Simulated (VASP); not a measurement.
Set up this calculation in VASP 6.6.1, as the native input.

| Property | Result |
| --- | --- |
| Task | single point |
| Functional | BLYP |
| Potentials or basis | VASP PAW PBE potentials, release 64 (Ti_sv, O) |
| Cutoff | 520 eV |
| k mesh | 6 × 6 × 9 |
| Occupations | fermi-dirac, width 0.05 eV |
| Spin | no spin polarisation |
| Dipole correction | no |
| Further INCAR settings | ALGO = Normal; EDIFF = 1e-06; NBANDS = 33 |

The structure of TiO2 lies in POSCAR:

```
TiO2
1.0
    4.6900531165      0.0000000000      0.0000000000
    0.0000000000      4.6900531165      0.0000000000
    0.0000000000      0.0000000000      3.0172520901
Ti O
2 4
Direct
    0.0000000000      0.0000000000      0.5000000000
    0.5000000000      0.5000000000      0.0000000000
    0.3043213200      0.3043213200      0.5000000000
    0.1956786800      0.8043213200      0.0000000000
    0.8043213200      0.1956786800      0.0000000000
    0.6956786800      0.6956786800      0.5000000000
```

One way to write it, as run:

INCAR

```
SYSTEM = TiO2
  AGGAC = 1.0
  AGGAX = 1.0
  ALDAC = 0.0
  ALDAX = 1.0
  ALGO = Normal
  EDIFF = 1E-6
  ENCUT = 520
  GGA = B5
  ISIF = 2
  ISMEAR = -1
  LASPH = .True.
  LCHARG = .False.
  LREAL = .False.
  LWAVE = .False.
  NBANDS = 33
  NELM = 60
  PREC = Accurate
  SIGMA = 0.05
```

KPOINTS

```
k-points
0
Gamma
  6 6 9
  0 0 0
```

Potentials or basis: VASP PAW PBE potentials, release 64 (Ti_sv, O).

Command:

```console
$ cat potpaw_PBE.64/Ti_sv/POTCAR potpaw_PBE.64/O/POTCAR > POTCAR
$ mpirun -np 1 vasp_std > vasp.out
```

It gave:

| Property | Result |
| --- | --- |
| Pressure | -2.7 GPa |
| Largest force | 0.161 eV/Å |
| Band gap on the k mesh | 1.69 eV |

Caveat: the PAW data sets were made with another functional, which shifts forces and pressure a little; an odd mesh through Γ misses points on the zone boundary, where band edges can lie.

It took 74 s on 1 thread of Intel(R) Xeon(R) Platinum 8488C (Sapphire Rapids), with other jobs on the host, peak memory 0.22 GiB.
